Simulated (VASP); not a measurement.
Set up this calculation in VASP 6.6.1, as the native input.

- Task: single point
- Functional: PBE
- Potentials or basis: VASP PAW PBE potentials, release 64 (Cd, Te, Se)
- Cutoff: 520 eV
- k mesh: 6 × 4 × 2
- Occupations: gaussian, width 0.2 eV
- Spin: no spin polarisation
- Dipole correction: no
- Further INCAR settings: ALGO = Normal; EDIFF = 1e-06; NBANDS = 66

The structure of Cd3Te2Se lies in POSCAR:

```
Cd3Te2Se
1.0
    2.2913999152     -3.9688211314      0.0000000000
   -6.8741998457     -3.9688210736      0.0000000000
    0.0000000000      0.0000000000    -11.2191139000
Cd Te Se
6 4 2
Direct
    0.0000000000      0.0000000000      0.0005450000
    0.5000000000      0.5000000000      0.0005450000
    0.5000000000      0.8333333333      0.3461430000
    0.0000000000      0.3333333333      0.3461430000
    0.0000000000      0.6666666667      0.6538530000
    0.5000000000      0.1666666667      0.6538530000
    0.0000000000      0.0000000000      0.2548880000
    0.5000000000      0.5000000000      0.2548880000
    0.0000000000      0.6666666667      0.9092990000
    0.5000000000      0.1666666667      0.9092990000
    0.5000000000      0.8333333333      0.5852730000
    0.0000000000      0.3333333333      0.5852730000
```

One way to write it, as run:

INCAR

```
ALGO = Normal
EDIFF = 1E-6
ENCUT = 520
GGA = PE
ISIF = 2
ISMEAR = 0
LASPH = True
LCHARG = False
LREAL = False
LWAVE = False
NBANDS = 66
NELM = 80
PREC = Accurate
SIGMA = 0.2
```

KPOINTS

```
k-points
0
Gamma
  6 4 2
```

Potentials or basis: VASP PAW PBE potentials, release 64 (Cd, Te, Se).

Launch:

```bash
$ cat potpaw_PBE.64/Cd/POTCAR potpaw_PBE.64/Te/POTCAR potpaw_PBE.64/Se/POTCAR > POTCAR
$ mpirun -np 1 vasp_std > vasp.out
```

Results of the run:

| Property | Result |
| --- | --- |
| Pressure | 0.1 GPa |
| Largest force | 0.008 eV/Å |
| Band gap on the k mesh | 0.25 eV |

Caveat: semilocal functionals underestimate gaps, and a narrow one can read as zero; spin-orbit coupling is left out, which moves the levels of the heavy elements.

Wall time 10 min on 1 thread of Intel(R) Xeon(R) Platinum 8488C (Sapphire Rapids), on a shared host, peak memory 0.78 GiB.
